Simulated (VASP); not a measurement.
Wanted: the native input for a VASP 6.6.1 run.

```
Task                   : single point
Functional             : PBE
Potentials or basis    : VASP PAW PBE potentials, release 64 (Yb)
Cutoff                 : 520 eV
k mesh                 : 16 × 16 × 16
Occupations            : gaussian, width 0.15 eV
Spin                   : no spin polarisation
Dipole correction      : no
Further INCAR settings : ALGO = Fast; EDIFF = 1e-07; NBANDS = 18
```

The structure of Yb lies in POSCAR:

```
Yb
1.0
    0.0000000000      2.7495158049      2.5452267806
    2.7495158049      0.0000000000      2.5452267806
    2.7495158049      2.7495158049      0.0000000000
Yb
1
Direct
    0.0000000000      0.0000000000      0.0000000000
```

These files were run (other wordings do the same):

INCAR

```
  ALGO = Fast
  EDIFF = 1E-7
  ENCUT = 520
  GGA = PE
  ISIF = 2
  ISMEAR = 0
  LASPH = T
  LCHARG = F
  LREAL = F
  LWAVE = F
  NBANDS = 18
  NELM = 80
  PREC = Accurate
  SIGMA = 0.15
```

KPOINTS

```
k-points
0
Gamma
  16 16 16
```

Potentials or basis: VASP PAW PBE potentials, release 64 (Yb).

Run with:

```console
$ cat potpaw_PBE.64/Yb/POTCAR > POTCAR
$ mpirun -np 1 vasp_std > vasp.out
```

Results of the run:

- Pressure: -1.6 GPa
- Band gap on the k mesh: zero (bands 12 and 13 overlap by 0.10 eV)

Caveat: spin-orbit coupling is left out, which moves the levels of the heavy elements.

It took 16 min on 1 thread of Intel Xeon 8259CL, on a shared host, peak memory 0.39 GiB.
